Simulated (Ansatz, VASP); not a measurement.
## One calculation of SrRe, two programs

The input INCAR:

```
SYSTEM = SrRe
PREC = Accurate ; ENCUT = 520
EDIFF = 1E-6 ; ISMEAR = 0
SIGMA = 0.05 ; LREAL = .FALSE.
LASPH = .TRUE. ; NELM = 100
ALGO = Normal ; ISIF = 2
LWAVE = .FALSE. ; LCHARG = .FALSE.
GGA = PS ; NBANDS = 16
```

Contents of KPOINTS:

```
regular mesh
0
G
  10 10 10
  0 0 0
```

Contents of POSCAR:

```
SrRe
1.0
    3.6380263064      0.0000000000      0.0000000000
    0.0000000000      3.6380263064      0.0000000000
    0.0000000000      0.0000000000      3.6380263064
Sr Re
1 1
Direct
    0.0000000000      0.0000000000      0.0000000000
    0.5000000000      0.5000000000      0.5000000000
```

Input for Ansatz:

```yaml
crystal:
  lattice:
    - [3.6380263064, 0.0, 0.0]
    - [0.0, 3.6380263064, 0.0]
    - [0.0, 0.0, 3.6380263064]
  atoms:
    - { symbol: Sr, position: [0.0, 0.0, 0.0] }
    - { symbol: Re, position: [0.5, 0.5, 0.5] }
basis:
  ecutwfc: 420
  ecutrho_ratio: 4
kpoints:
  mp_grid: { grid: [10, 10, 10] }
hamiltonian:
  xc: pbesol
scf:
  occupations: { method: gaussian, width: 0.05 }
  mixing: { algorithm: broyden, beta: 0.1 }
output:
  forces: true
  stress: true
```

Alike in both runs: task single point; functional PBEsol; k mesh 10 × 10 × 10; occupations gaussian, width 0.05 eV; no spin polarisation.

```csv
,VASP,Ansatz
version,VASP 6.6.1,Ansatz 0.2.0
potentials or method,"VASP PAW PBE potentials, release 64 (Sr_sv, Re), cutoff 520 eV","scalar-relativistic, plane waves, PAW"
valence electrons in the cell,17,25
```

|  | VASP | Ansatz | Ansatz less VASP |
| --- | --- | --- | --- |
| pressure (GPa) | -3.7 | -3.9 | -0.20 |

VASP's potentials were made for PBE, not for PBEsol. VASP's potentials hold 17 valence electrons a cell and Ansatz's 25, so a difference there can come from the potentials and not from the codes.

Neither program's run includes spin-orbit coupling.
